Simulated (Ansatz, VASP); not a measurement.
**One calculation of AlN, two programs**

File INCAR:

```
ALGO = Normal ; EDIFF = 1E-6
ENCUT = 520 ; GGA = PE
ISIF = 2 ; ISMEAR = -1
LASPH = T ; LCHARG = T
LELF = T ; LREAL = F
LVHAR = T ; LWAVE = F
NBANDS = 16 ; NELM = 100
PREC = Accurate ; SIGMA = 0.02
```

KPOINTS

```
k-points
0
Gamma
  11 11 6
```

File POSCAR:

```
AlN
1.0
    3.1421121731      0.0000000000      0.0000000000
   -1.5710560866      2.7211489634      0.0000000000
    0.0000000000      0.0000000000      4.9780000000
Al N
2 2
Direct
    0.3333333333      0.6666666667      0.0000000000
    0.6666666667      0.3333333333      0.5000000000
    0.3333333333      0.6666666667      0.3850000000
    0.6666666667      0.3333333333      0.8850000000
```

Input for Ansatz:

```yaml
crystal:
  lattice:
    - [3.1421121731, 0.0, 0.0]
    - [-1.5710560866, 2.7211489634, 0.0]
    - [0.0, 0.0, 4.978]
  atoms:
    - { symbol: Al, position: [0.3333333333, 0.6666666667, 0.0] }
    - { symbol: Al, position: [0.6666666667, 0.3333333333, 0.5] }
    - { symbol: "N", position: [0.3333333333, 0.6666666667, 0.385] }
    - { symbol: "N", position: [0.6666666667, 0.3333333333, 0.885] }
kpoints:
  mp_grid: { grid: [11, 11, 6] }
  band_path:
    path:
      - [0.0, 0.0, 0.0]
      - [0.5, 0.0, 0.0]
      - [0.3333333333, 0.3333333333, 0.0]
      - [0.0, 0.0, 0.0]
      - [0.0, 0.0, 0.5]
      - [0.5, 0.0, 0.5]
      - [0.3333333333, 0.3333333333, 0.5]
      - [0.0, 0.0, 0.5]
      - [0.5, 0.0, 0.5]
    npoints: 5
scf:
  occupations: { method: fermi_dirac, width: 0.02 }
hamiltonian:
  xc: pbe
  pseudopotentials: { kind: all_electron, lapw: { basis_error: 0.001 } }
output:
  forces: true
  stress: true
  eigenvalues: true
```

Change from the starting cell: equal xx and yy strain of +1 %.

Alike in both runs: task single point; functional PBE; k mesh 11 × 11 × 6; occupations fermi-dirac, width 0.02 eV; no spin polarisation.

|  | VASP | Ansatz |
| --- | --- | --- |
| version | VASP 6.6.1 | Ansatz 0.2.0 |
| potentials or method | VASP PAW PBE potentials, release 64 (Al, N), cutoff 520 eV | all-electron LAPW, scalar-relativistic |

Ansatz gave:

- gap on the k mesh at the Fermi level (eV): 3.96
- pressure (GPa): -0.2
- traceless stress, the component that is largest in VASP (GPa): 1.54
- rms of the force components (eV/Å): 0.043

Which values does VASP return?

gap on the k mesh at the Fermi level (eV): 3.97; pressure (GPa): -0.3; traceless stress, the component that is largest in VASP (GPa): 1.59; rms of the force components (eV/Å): 0.043.

Atom by atom the forces differ by 0.000 eV/Å (rms over components). Ansatz ran all-electron here, and VASP with PAW potentials.
